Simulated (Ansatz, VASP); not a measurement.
**Hf2N: VASP beside Ansatz**

The input INCAR:

```
PREC = Accurate
ENCUT = 520
EDIFF = 1E-6
ISMEAR = 0
SIGMA = 0.15
LREAL = F
LASPH = T
NELM = 80
ALGO = Normal
ISIF = 2
LWAVE = F
LCHARG = T
LELF = T
LVHAR = T
NBANDS = 34
```

KPOINTS

```
Automatic mesh
0
Gamma
  8 8 12
```

The input POSCAR:

```
Hf2N
1.0
    5.2521585898      0.0000000000      0.0000000000
    0.0000000000      5.2521585898      0.0000000000
    0.0000000000      0.0000000000      3.2005839592
Hf N
4 2
Direct
    0.2816036895      0.3092031779      0.0000000000
    0.7183963105      0.6907968221      0.0000000000
    0.7816036895      0.1907968221      0.5000000000
    0.2183963105      0.8092031779      0.5000000000
    0.0000000000      0.0000000000      0.0000000000
    0.5000000000      0.5000000000      0.5000000000
```

Input for Ansatz:

```yaml
crystal:
  lattice:
    - [5.2521585898, 0.0, 0.0]
    - [0.0, 5.2521585898, 0.0]
    - [0.0, 0.0, 3.2005839592]
  atoms:
    - { symbol: Hf, position: [0.2816036895, 0.3092031779, 0.0] }
    - { symbol: Hf, position: [0.7183963105, 0.6907968221, 0.0] }
    - { symbol: Hf, position: [0.7816036895, 0.1907968221, 0.5] }
    - { symbol: Hf, position: [0.2183963105, 0.8092031779, 0.5] }
    - { symbol: "N", position: [0.0, 0.0, 0.0] }
    - { symbol: "N", position: [0.5, 0.5, 0.5] }
basis:
  ecutwfc: 520.0
kpoints:
  mp_grid: { grid: [8, 8, 12] }
hamiltonian:
  xc: lda
  pseudopotentials: { kind: paw, azcp: { folder: soft_1 } }
scf:
  occupations: { method: gaussian, width: 0.15 }
output:
  forces: true
  stress: true
  eigenvalues: true
```

Change from the starting cell: mode 4 frozen in at -0.102 Å, normal strain along x +0.0000.

Alike in both runs: task single point; functional LDA; k mesh 8 × 8 × 12; occupations gaussian, width 0.15 eV; no spin polarisation.

|  | VASP | Ansatz |
| --- | --- | --- |
| version | VASP 6.6.1 | Ansatz 0.2.0 |
| potentials or method | VASP PAW LDA potentials, release 64 (Hf_pv, N), cutoff 520 eV | scalar-relativistic, plane waves, PAW |
| valence electrons in the cell | 50 | 114 |

|  | VASP | Ansatz | Ansatz less VASP |
| --- | --- | --- | --- |
| gap on the k mesh at the Fermi level (eV) | none | none | - |
| pressure (GPa) | -0.4 | -0.2 | +0.19 |
| traceless stress, the component that is largest in VASP (GPa) | 2.94 | 2.89 | -0.048 |
| rms of the force components (eV/Å) | 0.036 | 0.032 | -0.0035 |

Ansatz warns that its potentials were made for another functional, while VASP's fit it. LDA's correlation is that of Perdew and Zunger in VASP and of Perdew and Wang (1992) in Ansatz. Atom by atom the forces differ by 0.004 eV/Å (rms over components). A gap of «none» marks a metal or a gap that the smearing closes. VASP's potentials hold 50 valence electrons a cell and Ansatz's 114, so a difference there can come from the potentials and not from the codes.

Spin-orbit coupling is off throughout.
